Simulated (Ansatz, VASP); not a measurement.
**Two plane-wave programs on PbSe**

```
Pb Se
1.0
     5.17414    0.00000    0.00000
    -2.58707    4.48094    0.00000
     0.00000    0.00000    6.21478
Pb Se
2 2
Direct
  0.33333 0.66667 0.93510
  0.66667 0.33333 0.43510
  0.33333 0.66667 0.43990
  0.66667 0.33333 0.93990
```

Alike in both runs: task single point; functional PBE; k mesh 6 × 6 × 4; no spin polarisation.

|  | VASP | Ansatz |
| --- | --- | --- |
| version | VASP 6.6.1 | Ansatz 0.2.0 |
| potentials or method | VASP PAW PBE potentials, release 64 (Pb_d, Se) | plane waves, PAW |
| plane-wave cutoff (eV) | 520 | 420 |
| occupations | gaussian, width 0.01 eV | fixed |
| valence electrons in the cell | 40 | 60 |

VASP gave:

* gap on the k mesh at the Fermi level (eV): 1.17

**Question.** Which values does Ansatz return?

**Answer.** gap on the k mesh at the Fermi level (eV): 1.16.

VASP's potentials hold 40 valence electrons a cell and Ansatz's 60, so a difference there can come from the potentials and not from the codes.

Neither program's run includes spin-orbit coupling.
